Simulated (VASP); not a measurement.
# SnO2 (P4_2/mnm) in VASP: relaxation of cell and atoms with PBE

Aim: the relaxation of cell and atoms of SnO2 with PBE.

Program: VASP 6.6.1. These are calculated values, not measurements. Logs are shortened: lines on timing, memory, paths and dates and some standing lists are left out, and cuts for length are marked.

### 1 The cell of the first run

Symmetry: P4_2/mnm, No. 136, tetragonal system. The conventional cell has a = 4.738 Å, b = 4.738 Å, c = 3.187 Å, α = 90.00°, β = 90.00°, γ = 90.00°. Sn (site symmetry mmm) has 6 O at 2.05 to 2.06 Å within 2.7 Å. Within 2.7 Å of O (site symmetry m2m) lie 3 Sn at 2.05 to 2.06 Å and 1 O at 2.59 Å.

### 2 Relaxation of cell and atoms, PBE

INCAR

```
SYSTEM = SnO2
ALGO     = Normal         ! electronic algorithm
EDIFF    = 1E-7           ! SCF threshold, eV
EDIFFG   = -0.001         ! ionic threshold
ENCUT    = 600            ! plane-wave cutoff, eV
GGA      = PE             ! functional
GGA_COMPAT= .False.      
IBRION   = 2              ! ionic algorithm
ISIF     = 3              ! what is computed and relaxed
ISMEAR   = 0              ! smearing method
LASPH    = .True.         ! aspherical terms in the spheres
LCHARG   = .False.        ! write CHGCAR
LREAL    = .False.        ! projectors in reciprocal space
LWAVE    = .False.        ! write WAVECAR
NELM     = 120            ! most SCF steps
NELMIN   = 4            
NSW      = 80             ! ionic steps
PREC     = Accurate       ! precision mode
SIGMA    = 0.01           ! smearing width, eV
```

KPOINTS

```
k-points
0
Gamma
  8 8 12
  0 0 0
```

POSCAR

```
SnO2
1.0
    4.7380000000      0.0000000000      0.0000000000
    0.0000000000      4.7380000000      0.0000000000
    0.0000000000      0.0000000000      3.1865000000
Sn O
2 4
Direct
    0.0000000000      0.0000000000      0.0000000000
    0.5000000000      0.5000000000      0.5000000000
    0.3071000000      0.3071000000      0.0000000000
    0.1929000000      0.8071000000      0.5000000000
    0.6929000000      0.6929000000      0.0000000000
    0.8071000000      0.1929000000      0.5000000000
```

Potentials or basis: VASP PAW PBE potentials, release 64 (Sn_d, O).

Started as:

```bash
> cat potpaw_PBE.64/Sn_d/POTCAR potpaw_PBE.64/O/POTCAR > POTCAR
> mpirun -np 1 vasp_std > vasp.out
```

OUTCAR:

```text
SYSTEM = SnO2
   EDIFF = 1E-7
   EDIFFG = -0.001
   ENCUT = 600
   GGA = PE
   IBRION = 2
   ISIF = 3
   ISMEAR = 0
   LASPH = .True.
   LREAL = .False.
   NELM = 120
   NELMIN = 4
   NSW = 80
   PREC = Accurate

 ion  position               nearest neighbor table
   1  0.000  0.000  0.000-   4 2.05   6 2.05   4 2.05   6 2.05   5 2.06   3 2.06   2 3.71   2 3.71
                             2 3.71   2 3.71   2 3.71   2 3.71   2 3.71   2 3.71
   2  0.500  0.500  0.500-   3 2.05   5 2.05   3 2.05   5 2.05   4 2.06   6 2.06   1 3.71   1 3.71
                             1 3.71   1 3.71   1 3.71   1 3.71   1 3.71   1 3.71
   3  0.307  0.307  0.000-   2 2.05   2 2.05   1 2.06
   4  0.193  0.807  0.500-   1 2.05   1 2.05   2 2.06
   5  0.693  0.693  0.000-   2 2.05   2 2.05   1 2.06
   6  0.807  0.193  0.500-   1 2.05   1 2.05   2 2.06

  LATTYP: Found a simple tetragonal cell.
 ALAT       =     4.7380000000
 C/A-ratio  =     0.6725411566

  Lattice vectors:

 A1 = (   4.7380000000,   0.0000000000,   0.0000000000)
 A2 = (   0.0000000000,   4.7380000000,   0.0000000000)
 A3 = (   0.0000000000,   0.0000000000,   3.1865000000)

Analysis of symmetry for initial positions (statically):
=====================================================================
 Subroutine PRICEL returns:
 Original cell was already a primitive cell.

 Routine SETGRP: Setting up the symmetry group for a
 simple tetragonal supercell.

 Subroutine GETGRP returns: Found 16 space group operations
 (whereof  8 operations were pure point group operations)
 out of a pool of 16 trial point group operations.

The static configuration has the point symmetry D_2h.
 The point group associated with its full space group is D_4h.

Analysis of symmetry for dynamics (positions and initial velocities):
=====================================================================
 Subroutine PRICEL returns:
 Original cell was already a primitive cell.

 Routine SETGRP: Setting up the symmetry group for a
 simple tetragonal supercell.

 Subroutine GETGRP returns: Found 16 space group operations
 (whereof  8 operations were pure point group operations)
 out of a pool of 16 trial point group operations.

The dynamic configuration has the point symmetry D_2h.
 The point group associated with its full space group is D_4h.

 Subroutine INISYM returns: Found 16 space group operations
 (whereof  8 operations are pure point group operations),
 and found     1 'primitive' translations

[... 120 lines left out ...]
   IMIX   =      4    mixing-type and parameters
     AMIX     =   0.40;   BMIX     =  1.00
     AMIX_MAG =   1.60;   BMIX_MAG =  1.00
  volume/ion in A,a.u.               =      11.92        80.45
  Fermi-wavevector in a.u.,A,eV,Ry     =   1.472000  2.781677 29.480903  2.166785
  Thomas-Fermi vector in A             =   2.587068
   LORBIT       =      0    0 simple, 1 ext, 2 COOP (PROOUT), +10 PAW based schemes
   GGA     = PE    functional components
   LHFCALC =     F    Hartree Fock is set to
   AEXX    =    0.0000 exact exchange contribution
   IVDW    =     0    specifies the selected vdW correction
   LEPSILON=     F    determine dielectric tensor
   LRPA    =     F    only Hartree local field effects (RPA)
 conjugate gradient relaxation of ions
 non-spin polarized calculation
 Gauss-broadening in eV      SIGMA  =   0.01
  energy-cutoff  :      600.00
  volume of cell :       71.53
 maximum number of plane-waves:      2414
 NGX is ok and might be reduce to    40
   NGX = 19   NGY = 19   NGZ = 13

--------------------------------------- Ionic step        1  -------------------------------------------

 number of electron      52.0000000 magnetization

 Free energy of the ion-electron system (eV)
  ---------------------------------------------------
  ext. energy  EPLUGINS =         0.00000000
  ---------------------------------------------------
  free energy    TOTEN  =       -37.16975770 eV

  energy without entropy =      -37.16975770  energy(sigma->0) =      -37.16975770

------------------------ aborting loop because EDIFF is reached ----------------------------------------

  FORCE on cell =-STRESS in cart. coord.  units (eV):
  Direction    XX          YY          ZZ          XY          YZ          ZX
  --------------------------------------------------------------------------------------
  -------------------------------------------------------------------------------------
  Total        4.6934708      4.6934708      6.1561026     -0.0000000      0.0000000      0.0000000
  in kB      105.1237063    105.1237063    137.8835306     -0.0000000      0.0000000      0.0000000
  external PRESSURE =     116.0436478 kB  Pullay stress =       0.0000000 kB
[... 101 lines left out ...]
  FREE ENERGIE OF THE ION-ELECTRON SYSTEM (eV)
  ---------------------------------------------------
  free  energy   TOTEN  =       -37.3101413841 eV

  energy  without entropy=      -37.3101413841  energy(sigma->0) =      -37.31014138

[... ionic steps 4 to 7 ...]

--------------------------------------- Ionic step        8  -------------------------------------------

 number of electron      52.0000001 magnetization

------------------------ aborting loop because EDIFF is reached ----------------------------------------
[... 75 lines left out ...]
--------------------------------------- Ionic step       10  -------------------------------------------

 number of electron      52.0000001 magnetization

 Free energy of the ion-electron system (eV)
  ---------------------------------------------------
  ext. energy  EPLUGINS =         0.00000000
  ---------------------------------------------------
  free energy    TOTEN  =       -37.31200448 eV

  energy without entropy =      -37.31200448  energy(sigma->0) =      -37.31200448

 E-fermi :   5.5992     XC(G=0): -10.9634

 val. band max:        5.5025593510   @ k =   0.0000   0.0000   0.0000
 cond. band min:       6.1415990029   @ k =   0.0000   0.0000   0.0000
 fundamental gap:      0.6390396519
 Fermi energy:         5.5992016348

 k-point     1 :       0.0000    0.0000    0.0000
  band No.  band energies     occupation
      1     -15.5295      2.00000
      2     -14.8693      2.00000
      3     -14.6813      2.00000
      4     -14.6536      2.00000
      5     -14.6536      2.00000
      6     -14.5896      2.00000
[... 805 lines left out ...]
     30      12.5889      0.00000
     31      15.6069      0.00000

 [... further k-points ...]
[... 5 lines left out ...]
  --------------------------------------------------------------------------------------
  -------------------------------------------------------------------------------------
  Total        0.0023703      0.0023703      0.0039449     -0.0000000      0.0000000      0.0000000
  in kB        0.0502003      0.0502003      0.0835496     -0.0000000      0.0000000      0.0000000
  external PRESSURE =       0.0613168 kB  Pullay stress =       0.0000000 kB
[... 21 lines left out ...]
  FREE ENERGIE OF THE ION-ELECTRON SYSTEM (eV)
  ---------------------------------------------------
  free  energy   TOTEN  =       -37.3120044761 eV

  energy  without entropy=      -37.3120044761  energy(sigma->0) =      -37.31200448

 reached required accuracy - stopping structural energy minimisation
```

CONTCAR:

```text
SnO2
   1.00000000000000
     4.8304093215787329   -0.0000000000000000    0.0000000000000000
     0.0000000000000000    4.8304093215787329    0.0000000000000000
     0.0000000000000000    0.0000000000000000    3.2421845032569530
  Sn              O
     2     4
Direct
     0.0000000000000000    0.0000000000000000    0.0000000000000000
     0.5000000000000000    0.5000000000000000    0.5000000000000000
     0.3065320136837139    0.3065320136837139    0.0000000000000000
     0.1934679863162860    0.8065320136837141    0.5000000000000000
     0.6934679863162859    0.6934679863162859    0.0000000000000000
     0.8065320136837141    0.1934679863162860    0.5000000000000000

  0.00000000E+00  0.00000000E+00  0.00000000E+00
  0.00000000E+00  0.00000000E+00  0.00000000E+00
  0.00000000E+00  0.00000000E+00  0.00000000E+00
  0.00000000E+00  0.00000000E+00  0.00000000E+00
  0.00000000E+00  0.00000000E+00  0.00000000E+00
  0.00000000E+00  0.00000000E+00  0.00000000E+00
```

Wall time 24 min (1 thread of Intel Xeon 6975P-C (Granite Rapids), shared host); peak memory 0.37 GiB.

Results:

```
Free energy                           : -37.3120 eV
Relaxed volume                        : 12.61 Å³/atom
Relaxed cell                          : a = 4.830 Å, b = 4.830 Å, c = 3.242 Å, α = 90.00°, β = 90.00°, γ = 90.00°
Space group after relaxing (to 0.1 Å) : P4_2/mnm (No. 136)
Energy gained by relaxing             : 23.7 meV/atom
Ionic steps                           : 10
Pressure after relaxing               : 0.0 GPa
Band gap on the k mesh                : 0.64 eV
```

The path:
| step | energy change (eV) | largest force (eV/Å) | pressure (GPa) | volume (Å³) |
| --- | --- | --- | --- | --- |
| 1 | 0.0000 | 0.2935 | 11.60 | 71.53 |
| 2 | 0.0637 | 0.3634 | -10.61 | 80.85 |
| 3 | -0.1404 | 0.0643 | -0.01 | 75.52 |
| 4 | -0.1404 | 0.0585 | 0.19 | 75.44 |
| 5 | -0.1420 | 0.0043 | 0.07 | 75.58 |
| 6 | -0.1422 | 0.0181 | 0.03 | 75.64 |
| 7 | -0.1422 | 0.0025 | -0.04 | 75.67 |
| 8 | -0.1422 | 0.0005 | -0.05 | 75.67 |
| 9 | -0.1422 | 0.0005 | 0.04 | 75.64 |
| 10 | -0.1422 | 0.0001 | 0.01 | 75.65 |

Final structure:
```cif
data_structure
_symmetry_space_group_name_H-M 'P 1'
_symmetry_Int_Tables_number 1
_cell_length_a 4.8304
_cell_length_b 4.8304
_cell_length_c 3.2422
_cell_angle_alpha 90.000
_cell_angle_beta 90.000
_cell_angle_gamma 90.000
_cell_volume 75.65
loop_
_atom_site_label
_atom_site_type_symbol
_atom_site_fract_x
_atom_site_fract_y
_atom_site_fract_z
_atom_site_occupancy
Sn1 Sn 0.00000 0.00000 0.00000 1
Sn2 Sn 0.50000 0.50000 0.50000 1
O1 O 0.30653 0.30653 0.00000 1
O2 O 0.19347 0.80653 0.50000 1
O3 O 0.69347 0.69347 0.00000 1
O4 O 0.80653 0.19347 0.50000 1
```

Levels at points of the mesh, in eV from the valence-band top:
```tsv
k point	band 24	band 25	band 26	band 27	band 28	band 29
(0.00, 0.00, 0.00)	-0.74	-0.74	0.00	0.64	5.66	6.04
(0.50, 0.00, 0.00)	-1.21	-0.60	-0.60	3.85	3.85	6.79
(0.50, 0.50, 0.00)	-1.33	-0.85	-0.85	4.24	4.24	7.13
(0.00, 0.00, 0.50)	-1.52	-1.18	-1.18	5.56	5.56	9.34
(0.50, 0.00, 0.50)	-1.01	-0.75	-0.75	5.82	5.82	7.59
(0.50, 0.50, 0.50)	-0.91	-0.78	-0.78	4.32	4.32	8.60
```

Caveat: semilocal functionals underestimate gaps, and a narrow one can read as zero; spin-orbit coupling is left out, which moves the levels of the heavy elements. As with any semilocal functional, this PBE gap is likely too small.
